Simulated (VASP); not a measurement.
BN, 4 atoms in the cell. The typed cell holds 4 atoms: a = 2.555 Å, b = 2.555 Å, c = 4.225 Å, α = 90.00°, β = 90.00°, γ = 120.00°.  This cell differs from its parent crystal: atom 1 (B) moved +0.250 Å along Cartesian [1 1 0].

| Quantity | Value |
| --- | --- |
| Program | VASP 6.6.1 |
| Task | single point |
| Functional | PBE |
| Potentials or basis | VASP PAW PBE potentials, release 64 (B, N) |
| Cutoff | 520 eV |
| k mesh | 12 × 12 × 6 |
| Occupations | gaussian, width 0.05 eV |
| Spin | no spin polarisation |
| Dipole correction | no |
| Further INCAR settings | ALGO = Normal; EDIFF = 1e-07; NBANDS = 16 |

Potentials or basis: VASP PAW PBE potentials, release 64 (B, N).

Run with:

```sh
$ cat potpaw_PBE.64/B/POTCAR potpaw_PBE.64/N/POTCAR > POTCAR
$ mpirun -np 1 vasp_std > vasp.out
```

Hardware: 1 thread of Intel(R) Xeon(R) Platinum 8488C (Sapphire Rapids), on a shared host.

Question: How long does it take, and how much memory?

Answer: Run time: 80 s on 1 thread of Intel(R) Xeon(R) Platinum 8488C (Sapphire Rapids), with other jobs on the host, peak memory 0.24 GiB. Counts: scf iterations 14, k points 436.
